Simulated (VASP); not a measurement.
# TiCo (Pm-3m) in VASP: a series of runs

TiCo is run at these levels: PBE; tasks: single point.

All numbers are computed with VASP 6.6.1; they aren't measurements. Logs are shortened: lines on timing, memory, paths and dates and some standing lists are left out, and cuts for length are marked.

## Step 1: The cell of the first run

The structure is cubic, space group Pm-3m (No. 221). The conventional cell has a = 2.986 Å, b = 2.986 Å, c = 2.986 Å, α = 90.00°, β = 90.00°, γ = 90.00°. Ti (site symmetry m-3m) has 8 Co at 2.59 Å and 6 Ti at 2.99 Å within 3.4 Å. Co (site symmetry m-3m) has 8 Ti at 2.59 Å and 6 Co at 2.99 Å within 3.4 Å.

## Step 2: Single point, PBE, collinear spin, ferromagnetic start

Contents of INCAR:

```
SYSTEM = TiCo
PREC = Accurate
ENCUT = 520
EDIFF = 1E-6
ISMEAR = 0
SIGMA = 0.1
LREAL = .FALSE.
LASPH = .TRUE.
NELM = 150
ALGO = Normal
ISIF = 2
LWAVE = .FALSE.
LCHARG = .FALSE.
ISPIN = 2
MAGMOM = 0 1.09
LORBIT = 11
LMAXMIX = 4
GGA = PE
NBANDS = 22
```

Contents of KPOINTS:

```
Automatic mesh
0
G
  18 18 18
  0 0 0
```

Contents of POSCAR:

```
TiCo
1.0
    2.9855872876      0.0000000000      0.0000000000
    0.0000000000      2.9855872876      0.0000000000
    0.0000000000      0.0000000000      2.9855872876
Ti Co
1 1
Direct
    0.0000000000      0.0000000000      0.0000000000
    0.5000000000      0.5000000000      0.5000000000
```

Potentials or basis: VASP PAW PBE potentials, release 64 (Ti_sv, Co).

The run is started by

```sh
> cat potpaw_PBE.64/Ti_sv/POTCAR potpaw_PBE.64/Co/POTCAR > POTCAR
> mpirun -np 1 vasp_std > vasp.out
```

OUTCAR:

```text
SYSTEM = TiCo
   PREC = Accurate
   ENCUT = 520
   EDIFF = 1E-6
   ISMEAR = 0
   LREAL = .FALSE.
   LASPH = .TRUE.
   NELM = 150
   ISIF = 2
   ISPIN = 2
   LORBIT = 11
   GGA = PE

 ion  position               nearest neighbor table
   1  0.000  0.000  0.000-   2 2.59   2 2.59   2 2.59   2 2.59   2 2.59   2 2.59   2 2.59   2 2.59

   2  0.500  0.500  0.500-   1 2.59   1 2.59   1 2.59   1 2.59   1 2.59   1 2.59   1 2.59   1 2.59

  LATTYP: Found a simple cubic cell.
 ALAT       =     2.9855872876

  Lattice vectors:

 A1 = (   2.9855872876,   0.0000000000,   0.0000000000)
 A2 = (   0.0000000000,   2.9855872876,   0.0000000000)
 A3 = (   0.0000000000,   0.0000000000,   2.9855872876)

Analysis of symmetry for initial positions (statically):
=====================================================================
 Subroutine PRICEL returns:
 Original cell was already a primitive cell.

 Routine SETGRP: Setting up the symmetry group for a
 simple cubic supercell.

 Subroutine GETGRP returns: Found 48 space group operations
 (whereof 48 operations were pure point group operations)
 out of a pool of 48 trial point group operations.

The static configuration has the point symmetry O_h .

Analysis of symmetry for dynamics (positions and initial velocities):
=====================================================================
 Subroutine PRICEL returns:
 Original cell was already a primitive cell.

 Routine SETGRP: Setting up the symmetry group for a
 simple cubic supercell.

 Subroutine GETGRP returns: Found 48 space group operations
 (whereof 48 operations were pure point group operations)
 out of a pool of 48 trial point group operations.

The dynamic configuration has the point symmetry O_h .

Analysis of structural, dynamic, and magnetic symmetry:
=====================================================================
 Subroutine PRICEL returns:
 Original cell was already a primitive cell.

 Routine SETGRP: Setting up the symmetry group for a
 simple cubic supercell.

 Subroutine GETGRP returns: Found 48 space group operations
 (whereof 48 operations were pure point group operations)
 out of a pool of 48 trial point group operations.

The overall configuration has the point symmetry O_h .

 Subroutine INISYM returns: Found 48 space group operations
 (whereof 48 operations are pure point group operations),
 and found     1 'primitive' translations

----------------------------------------------------------------------------------------

                                     Primitive cell

  volume of cell :      26.6127

  direct lattice vectors                    reciprocal lattice vectors
     2.985587288  0.000000000  0.000000000     0.334942477  0.000000000  0.000000000
     0.000000000  2.985587288  0.000000000     0.000000000  0.334942477  0.000000000
     0.000000000  0.000000000  2.985587288     0.000000000  0.000000000  0.334942477

  length of vectors
     2.985587288  2.985587288  2.985587288     0.334942477  0.334942477  0.334942477

  position of ions in fractional coordinates (direct lattice)
     0.000000000  0.000000000  0.000000000
     0.500000000  0.500000000  0.500000000

  ion indices of the primitive-cell ions
   primitive index   ion index
                 1           1
                 2           2

----------------------------------------------------------------------------------------

 KPOINTS: Automatic mesh

Automatic generation of k-mesh.
 Grid dimensions read from file:
 generate k-points for:   18   18   18

 Generating k-lattice:

  Cartesian coordinates                     Fractional coordinates (reciprocal lattice)
     0.018607915  0.000000000  0.000000000     0.055555556  0.000000000  0.000000000
     0.000000000  0.018607915  0.000000000     0.000000000  0.055555556  0.000000000
     0.000000000  0.000000000  0.018607915     0.000000000  0.000000000  0.055555556

  Length of vectors
     0.018607915  0.018607915  0.018607915

  Shift w.r.t. Gamma in fractional coordinates (k-lattice)
     0.000000000  0.000000000  0.000000000

 Subroutine IBZKPT returns following result:
 ===========================================

 Found    220 irreducible k-points:

 Following reciprocal coordinates:
            Coordinates               Weight
  0.000000  0.000000  0.000000      1.000000
  0.055556  0.000000  0.000000      6.000000
  0.111111  0.000000  0.000000      6.000000
  0.166667  0.000000  0.000000      6.000000
  0.222222  0.000000  0.000000      6.000000
  0.277778  0.000000  0.000000      6.000000
[... 16 lines left out ...]
  0.277778  0.111111  0.000000     24.000000
  0.333333  0.111111  0.000000     24.000000
 [... further k-points ...]
   k-points           NKPTS =    220   k-points in BZ     NKDIM =    220   number of bands    NBANDS=     22
   number of dos      NEDOS =    301   number of ions     NIONS =      2
   total plane-waves  NPLWV =  13824
   dimension x,y,z NGX =    24 NGY =   24 NGZ =   24
   dimension x,y,z NGXF=    48 NGYF=   48 NGZF=   48
   ions per type =               1   1
   NGX,Y,Z   is equivalent  to a cutoff of  13.36, 13.36, 13.36 a.u.
   NGXF,Y,Z  is equivalent  to a cutoff of  26.73, 26.73, 26.73 a.u.
 SYSTEM =  TiCo
   PREC   = accura    normal or accurate (medium, high low for compatibility)
   ISTART =      0    job   : 0-new  1-cont  2-samecut
   ICHARG =      2    charge: 1-file 2-atom 10-const
   ISPIN  =      2    spin polarized calculation?
   LNONCOLLINEAR =      F non collinear calculations
   LSORBIT =      F    spin-orbit coupling
   LASPH  =      T    aspherical Exc in radial PAW
   ENCUT  =  520.0 eV  38.22 Ry    6.18 a.u.   5.55  5.55  5.55*2*pi/ulx,y,z
   NELM   =    150;   NELMIN=  2; NELMDL= -5     # of ELM steps
   EDIFF  = 0.1E-05   stopping-criterion for ELM
   LREAL  =      F    real-space projection
   EDIFFG = 0.1E-04   stopping-criterion for IOM
   NSW    =      0    number of steps for IOM
   IBRION =     -1    ionic relax: 0-MD 1-quasi-New 2-CG
   NFREE  =      0    steps in history (QN), initial steepest desc. (CG)
   ISIF   =      2    stress and relaxation
   ISYM   =      2    0-nonsym 1-usesym 2-fastsym
   POTIM  = 0.5000    time-step for ionic-motion
   TEBEG  =    0.0;   TEEND  =   0.0 temperature during run
   PSTRESS=    0.0 pullay stress
   NELECT =      21.0000    total number of electrons
   NUPDOWN=      -1.0000    fix difference up-down
   EMIN   =  10.00;   EMAX   =-10.00  energy-range for DOS
   EFERMI =   0.00;   METHOD = LEGACY
   ISMEAR =     0;   SIGMA  =   0.10  broadening in eV -4-tet -1-fermi 0-gaus
   EFERMI_NEDOS =   21; number of points for ismear=-14 and -15
   IALGO  =     38    algorithm
   IMIX   =      4    mixing-type and parameters
     AMIX     =   0.40;   BMIX     =  1.00
     AMIX_MAG =   1.60;   BMIX_MAG =  1.00
  volume/ion in A,a.u.               =      13.31        89.80
  Fermi-wavevector in a.u.,A,eV,Ry     =   1.512812  2.858799 31.138276  2.288599
  Thomas-Fermi vector in A             =   2.622686
   LORBIT       =     11    0 simple, 1 ext, 2 COOP (PROOUT), +10 PAW based schemes
   GGA     = PE    functional components
   LHFCALC =     F    Hartree Fock is set to
   AEXX    =    0.0000 exact exchange contribution
   IVDW    =     0    specifies the selected vdW correction
   LEPSILON=     F    determine dielectric tensor
   LRPA    =     F    only Hartree local field effects (RPA)
 spin polarized calculation
 Gauss-broadening in eV      SIGMA  =   0.10
  energy-cutoff  :      520.00
  volume of cell :       26.61
 maximum number of plane-waves:       739
 NGX is ok and might be reduce to    24
   NGX = 11   NGY = 11   NGZ = 11

 number of electron      20.9999983 magnetization       0.8571508

 Free energy of the ion-electron system (eV)
  ---------------------------------------------------
  ext. energy  EPLUGINS =         0.00000000
  ---------------------------------------------------
  free energy    TOTEN  =       -15.67985529 eV

  energy without entropy =      -15.67097904  energy(sigma->0) =      -15.67541717

 E-fermi :   9.9387     XC(G=0): -12.5781

 val. band max:        9.9361134056   @ k =   0.5000   0.5000   0.1111
 cond. band min:       9.9404168467   @ k =   0.5000   0.5000   0.1667
 fundamental gap:      0.0043034411
 Fermi energy:         9.9387090020

 spin component 1

 k-point     1 :       0.0000    0.0000    0.0000
  band No.  band energies     occupation
      1     -47.2173      1.00000
      2     -23.3095      1.00000
      3     -23.3095      1.00000
      4     -23.3095      1.00000
      5       2.2486      1.00000
      6       5.7551      1.00000
[... 14 lines left out ...]
     21      29.2633      0.00000
     22      30.8835      0.00000

 k-point     2 :       0.0556    0.0000    0.0000
  band No.  band energies     occupation
      1     -47.2164      1.00000
      2     -23.3187      1.00000
      3     -23.3088      1.00000
      4     -23.3088      1.00000
      5       2.3100      1.00000
      6       5.7791      1.00000
[... 542 lines left out ...]
 k-point    24 :       0.3333    0.1111    0.0000
  band No.  band energies     occupation
      1     -47.1901      1.00000
      2     -23.5296      1.00000
      3     -23.3261      1.00000
      4     -23.2898      1.00000
      5       4.4048      1.00000
      6       6.3979      1.00000
[... 14 lines left out ...]
     21      28.0714      0.00000
     22      28.9420      0.00000

 [... further k-points ...]

 spin component 2

 k-point     1 :       0.0000    0.0000    0.0000
  band No.  band energies     occupation
      1     -47.2310      1.00000
      2     -23.3240      1.00000
      3     -23.3240      1.00000
      4     -23.3240      1.00000
      5       2.2389      1.00000
      6       6.4239      1.00000
[... 14 lines left out ...]
     21      29.4250      0.00000
     22      30.7666      0.00000

 k-point     2 :       0.0556    0.0000    0.0000
  band No.  band energies     occupation
      1     -47.2300      1.00000
      2     -23.3333      1.00000
      3     -23.3233      1.00000
      4     -23.3233      1.00000
      5       2.3004      1.00000
      6       6.4522      1.00000
[... 542 lines left out ...]
 k-point    24 :       0.3333    0.1111    0.0000
  band No.  band energies     occupation
      1     -47.2036      1.00000
      2     -23.5464      1.00000
      3     -23.3409      1.00000
      4     -23.3042      1.00000
      5       4.4209      1.00000
      6       6.9661      1.00000
[... 14 lines left out ...]
     21      28.1454      0.00000
     22      28.8424      0.00000

 [... further k-points ...]
[... 5 lines left out ...]
  --------------------------------------------------------------------------------------
  -------------------------------------------------------------------------------------
  Total       -0.0995923     -0.0995923     -0.0995923      0.0000000     -0.0000000     -0.0000000
  in kB       -5.9957996     -5.9957996     -5.9957996      0.0000000     -0.0000000     -0.0000000
  external PRESSURE =      -5.9957996 kB  Pullay stress =       0.0000000 kB

 VOLUME and BASIS-vectors are now :
 -----------------------------------------------------------------------------
  energy-cutoff  :      520.00
  volume of cell :       26.61
      direct lattice vectors                 reciprocal lattice vectors
     2.985587288  0.000000000  0.000000000     0.334942477  0.000000000  0.000000000
     0.000000000  2.985587288  0.000000000     0.000000000  0.334942477  0.000000000
     0.000000000  0.000000000  2.985587288     0.000000000  0.000000000  0.334942477

 POSITION                                       TOTAL-FORCE (eV/Angst)
 -----------------------------------------------------------------------------------
      0.00000      0.00000      0.00000         0.000000      0.000000      0.000000
      1.49279      1.49279      1.49279         0.000000      0.000000      0.000000
 -----------------------------------------------------------------------------------
    total drift:                                0.000000      0.000000     -0.000000

  FREE ENERGIE OF THE ION-ELECTRON SYSTEM (eV)
  ---------------------------------------------------
  free  energy   TOTEN  =       -15.6798552946 eV

  energy  without entropy=      -15.6709790370  energy(sigma->0) =      -15.67541717

 total charge

# of ion       s       p       d       tot
------------------------------------------
    1        2.247   6.181   1.858  10.286
    2        0.526   0.461   7.301   8.288
--------------------------------------------------
tot          2.773   6.642   9.158  18.573

 magnetization (x)

# of ion       s       p       d       tot
------------------------------------------
    1       -0.002  -0.013  -0.018  -0.033
    2        0.028  -0.005   0.918   0.941
--------------------------------------------------
tot          0.026  -0.018   0.901   0.908
```

Wall time 1.8 min (1 thread of Intel Xeon 6975P-C (Granite Rapids), shared host); peak memory 0.31 GiB.

Results:

```yaml
Free_energy: -15.6799 eV
Pressure: -0.6 GPa
Net_moment: 0.86 μB per cell
Site_moments: Ti -0.03; Co +0.94 μB
Valence_electrons_inside_the_program's_atomic_spheres: Ti 10.29; Co 8.29
```

## Step 3: Single point, PBE, collinear spin, ferromagnetic start

Contents of INCAR:

```
ALGO = Normal ; EDIFF = 1E-6
ENCUT = 520 ; GGA = PE
ISIF = 2 ; ISMEAR = 0
ISPIN = 2 ; LASPH = T
LCHARG = F ; LMAXMIX = 4
LORBIT = 11 ; LREAL = F
LWAVE = F ; MAGMOM = 0 1.09
NBANDS = 22 ; NELM = 150
PREC = Accurate ; SIGMA = 0.15
```

Contents of KPOINTS:

```
k-points
0
Gamma
  20 20 20
```

Contents of POSCAR:

```
TiCo
1.0
    2.9855872933      0.0000000000      0.0000000000
    0.0000000000      2.9855872933      0.0000000000
    0.0000000000      0.0000000000      2.9855872933
Ti Co
1 1
Direct
    0.0000000000      0.0000000000      0.0000000000
    0.5000000000      0.5000000000      0.5000000000
```

Potentials or basis: VASP PAW PBE potentials, release 64 (Ti_sv, Co).

The run is started by

```sh
> cat potpaw_PBE.64/Ti_sv/POTCAR potpaw_PBE.64/Co/POTCAR > POTCAR
> mpirun -np 1 vasp_std > vasp.out
```

It took 2.8 min on 1 thread of Intel Xeon Platinum 8375C at 2.90GHz (Ice Lake), shared host; peak memory 0.35 GiB.

The run converged. Its results:

```yaml
Free_energy: -15.6852 eV
Pressure: -0.7 GPa
Net_moment: 0.84 μB per cell
Site_moments: Ti -0.03; Co +0.93 μB
Valence_electrons_inside_the_program's_atomic_spheres: Ti 10.29; Co 8.29
```

Levels at points of the mesh, in eV from the Fermi level:
Spin up:
```tsv
k point	band 7	band 8	band 9	band 10	band 11	band 12	band 13	band 14	band 15	band 16
(0.00, 0.00, 0.00)	-4.17	-1.87	-1.87	-1.87	0.48	0.48	2.67	2.67	2.67	8.93
(0.50, 0.00, 0.00)	-3.08	-1.98	-1.98	-1.51	-0.69	-0.60	0.66	0.66	2.23	3.89
(0.50, 0.50, 0.00)	-2.72	-2.72	-1.49	-0.77	0.64	0.64	1.10	2.44	2.44	3.12
(0.50, 0.50, 0.50)	-2.79	-2.08	-2.08	-2.08	-1.47	-1.47	3.19	3.19	6.93	8.31
```
Spin down:
```tsv
k point	band 8	band 9	band 10	band 11	band 12	band 13
(0.00, 0.00, 0.00)	-1.32	-1.32	-1.32	1.03	1.03	2.76
(0.50, 0.00, 0.00)	-1.40	-1.40	-0.89	-0.80	0.59	0.67
(0.50, 0.50, 0.00)	-2.29	-0.01	0.29	0.60	0.60	1.26
(0.50, 0.50, 0.50)	-2.08	-2.08	-2.08	0.03	0.03	3.13
```

(Continued in part 2 of 2.)
